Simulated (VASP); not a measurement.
Wanted: the native input for a VASP 6.6.1 run.

* Task: single point
* Functional: r2SCAN
* Potentials or basis: VASP PAW PBE potentials, release 64 (Y_sv)
* Cutoff: 520 eV
* k mesh: 9 × 9 × 9
* Occupations: fermi-dirac, width 0.1 eV
* Spin: no spin polarisation
* Dipole correction: no
* Further INCAR settings: ALGO = Normal; EDIFF = 1e-06; NBANDS = 12

Crystal: Y.

```
Y
1.0
    -2.04170    2.04170    2.04170
     2.04170   -2.04170    2.04170
     2.04170    2.04170   -2.04170
Y
1
Direct
  0.00000 0.00000 0.00000
```

One way to write it, as run:

POSCAR

```
Y
1.0
   -2.0417001015      2.0417001015      2.0417001015
    2.0417001015     -2.0417001015      2.0417001015
    2.0417001015      2.0417001015     -2.0417001015
Y
1
Direct
    0.0000000000      0.0000000000      0.0000000000
```

INCAR.step1

```
PREC     = Accurate       # precision mode
ENCUT    = 520            # plane-wave cutoff, eV
ISMEAR   = -1             # smearing method
SIGMA    = 0.1            # smearing width, eV
LREAL    = F              # projectors in reciprocal space
LASPH    = T              # aspherical terms in the spheres
NELM     = 60             # most SCF steps
NBANDS   = 12             # bands
GGA      = PE             # functional
ALGO     = Normal         # electronic algorithm
EDIFF    = 1E-4           # SCF threshold, eV
LWAVE    = T              # write WAVECAR
LCHARG   = F              # write CHGCAR
```

INCAR.step2

```
PREC     = Accurate       # precision mode
ENCUT    = 520            # plane-wave cutoff, eV
EDIFF    = 1E-6           # SCF threshold, eV
ISMEAR   = -1             # smearing method
SIGMA    = 0.1            # smearing width, eV
LREAL    = F              # projectors in reciprocal space
LASPH    = T              # aspherical terms in the spheres
NELM     = 60             # most SCF steps
ALGO     = Normal         # electronic algorithm
ISIF     = 2              # what is computed and relaxed
LWAVE    = F              # write WAVECAR
LCHARG   = F              # write CHGCAR
METAGGA  = R2SCAN         # meta-GGA
LMIXTAU  = T            
NBANDS   = 12             # bands
ISTART   = 1
```

KPOINTS

```
regular mesh
0
Gamma
  9 9 9
```

Potentials or basis: VASP PAW PBE potentials, release 64 (Y_sv).

Run with:

```sh
$ cat potpaw_PBE.64/Y_sv/POTCAR > POTCAR
$ cp INCAR.step1 INCAR
$ mpirun -np 1 vasp_std > vasp.out
$ cp INCAR.step2 INCAR
$ mpirun -np 1 vasp_std > vasp.out
```

Results of the run:

```yaml
Pressure: -0.3 GPa
```

Caveat: the PAW data sets were made with another functional, which shifts forces and pressure a little.

Run time: 65 s on 1 thread of Intel(R) Xeon(R) Platinum 8259CL CPU @ 2.50GHz (Skylake/Cascade Lake) (shared host), peak memory 0.18 GiB.
